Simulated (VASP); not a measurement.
Set up this calculation in VASP 6.6.1, as the native input.

- Task: single point
- Functional: LDA
- Potentials or basis: VASP PAW LDA potentials, release 64 (Os)
- Cutoff: 520 eV
- k mesh: 13 × 13 × 13
- Occupations: methfessel-paxton, width 0.1 eV
- Spin: no spin polarisation
- Dipole correction: no
- Further INCAR settings: ALGO = Normal; EDIFF = 1e-06; NBANDS = 10

The structure of Os lies in POSCAR:

```
Os
1.0
    0.0000000000      1.9319459154      1.9319459154
    1.9319459154      0.0000000000      1.9319459154
    1.9319459154      1.9319459154      0.0000000000
Os
1
Direct
    0.0000000000      0.0000000000      0.0000000000
```

One way to write it, as run:

INCAR

```
SYSTEM = Os
ALGO = Normal
EDIFF = 1E-6
ENCUT = 520
ISIF = 2
ISMEAR = 1
LASPH = .True.
LCHARG = .False.
LREAL = .False.
LWAVE = .False.
NBANDS = 10
NELM = 60
PREC = Accurate
SIGMA = 0.1
```

KPOINTS

```
k-points
0
Gamma
  13 13 13
  0 0 0
```

Potentials or basis: VASP PAW LDA potentials, release 64 (Os).

Command:

```console
$ cat potpaw_LDA.64/Os/POTCAR > POTCAR
$ mpirun -np 1 vasp_std > vasp.out
```

It gave:

* Pressure: -18.1 GPa
* Band gap on the k mesh: zero (band 4 reaches 11.07 eV, above the bottom of band 5 at 7.63 eV)

Caveat: spin-orbit coupling is left out, which moves the levels of the heavy elements.

Run time: 9.8 s on 1 thread of Intel(R) Xeon(R) Platinum 8259CL CPU @ 2.50GHz (Skylake/Cascade Lake), on a shared host, peak memory 0.13 GiB.
